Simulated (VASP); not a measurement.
Set up this calculation in VASP 6.6.1, as the native input.

* Task: single point
* Functional: r2SCAN
* Potentials or basis: VASP PAW PBE potentials, release 64 (Hf_pv, O)
* Cutoff: 520 eV
* k mesh: 8 × 8 × 8
* Occupations: gaussian, width 0.02 eV
* Spin: no spin polarisation
* Dipole correction: no
* Further INCAR settings: ALGO = Normal; EDIFF = 1e-07; NBANDS = 18

Crystal: HfO2.

```xyz
3
Lattice="0.0000 2.5558 2.5558 2.5558 0.0000 2.5558 2.5558 2.5558 0.0000" Properties=species:S:1:pos:R:3 pbc="T T T"
Hf    0.0000    0.0000    0.0000
O     1.2779    1.2779    1.2779
O     3.8336    3.8336    3.8336
```

This cell differs from its parent crystal: strained.

The input as run:

POSCAR

```
HfO2
1.0
    0.0000000000      2.5557609000      2.5557609000
    2.5557609000      0.0000000000      2.5557609000
    2.5557609000      2.5557609000      0.0000000000
Hf O
1 2
Direct
    0.0000000000      0.0000000000      0.0000000000
    0.2500000000      0.2500000000      0.2500000000
    0.7500000000      0.7500000000      0.7500000000
```

INCAR.step1

```
ALGO     = Normal         # electronic algorithm
EDIFF    = 1E-4           # SCF threshold, eV
ENCUT    = 520            # plane-wave cutoff, eV
GGA      = PE             # functional
ISMEAR   = 0              # smearing method
LASPH    = T              # aspherical terms in the spheres
LCHARG   = F              # write CHGCAR
LREAL    = F              # projectors in reciprocal space
LWAVE    = T              # write WAVECAR
NBANDS   = 18             # bands
NELM     = 80             # most SCF steps
PREC     = Accurate       # precision mode
SIGMA    = 0.02           # smearing width, eV
```

INCAR.step2

```
ALGO     = Normal         # electronic algorithm
EDIFF    = 1E-7           # SCF threshold, eV
ENCUT    = 520            # plane-wave cutoff, eV
ISIF     = 2              # what is computed and relaxed
ISMEAR   = 0              # smearing method
ISTART   = 1            
LASPH    = T              # aspherical terms in the spheres
LCHARG   = F              # write CHGCAR
LMIXTAU  = T            
LREAL    = F              # projectors in reciprocal space
LWAVE    = F              # write WAVECAR
METAGGA  = R2SCAN         # meta-GGA
NBANDS   = 18             # bands
NELM     = 80             # most SCF steps
PREC     = Accurate       # precision mode
SIGMA    = 0.02           # smearing width, eV
```

KPOINTS

```
k-points
0
Gamma
  8 8 8
```

Potentials or basis: VASP PAW PBE potentials, release 64 (Hf_pv, O).

Command:

```bash
$ cat potpaw_PBE.64/Hf_pv/POTCAR potpaw_PBE.64/O/POTCAR > POTCAR
$ cp INCAR.step1 INCAR
$ mpirun -np 1 vasp_std > vasp.out
$ cp INCAR.step2 INCAR
$ mpirun -np 1 vasp_std > vasp.out
```

Results of the run:

```yaml
Pressure: -11.6 GPa
Band_gap_on_the_k_mesh: 4.22 eV
```

Caveat: the cell differs from its parent crystal (strained); the cell stands under tension; the PAW data sets were made with another functional, which shifts forces and pressure a little; spin-orbit coupling is left out, which moves the levels of the heavy elements.

It took 2.4 min on 1 thread of Intel Xeon 8259CL, on a shared host, peak memory 0.17 GiB.
